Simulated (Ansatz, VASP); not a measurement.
**One calculation of C, two programs**

```xyz
2
Lattice="0.0000 2.1559 3.4661 1.2447 0.0000 3.4661 1.2447 2.1559 0.0000" Properties=species:S:1:pos:R:3 pbc="T T T"
C     1.2447    0.7188    3.4661
C     1.2447    3.5930    3.4661
```

Alike in both runs: task single point; functional r2SCAN; k mesh 14 × 14 × 14; occupations gaussian, width 0.05 eV; no spin polarisation.

```csv
,VASP,Ansatz
version,VASP 6.6.1,Ansatz 0.2.0
potentials or method,"VASP PAW PBE potentials, release 64 (C), cutoff 520 eV","scalar-relativistic, plane waves, PAW"
valence electrons in the cell,8,8
```

Ansatz gave:

| Property | Result |
| --- | --- |
| gap on the k mesh at the Fermi level (eV) | 0.48 |
| least direct gap on the mesh (eV) | 0.58 |
| pressure (GPa) | -10.5 |
| traceless stress, the component that is largest in VASP (GPa) | 11.25 |
| rms of the force components (eV/Å) | 0.004 |

What did VASP give for the same quantities?

gap on the k mesh at the Fermi level (eV): 0.48; least direct gap on the mesh (eV): 0.58; pressure (GPa): -9.8; traceless stress, the component that is largest in VASP (GPa): 10.52; rms of the force components (eV/Å): 0.004.

VASP's potentials were made for PBE, not for r2SCAN. Atom by atom the forces differ by 0.000 eV/Å (rms over components).
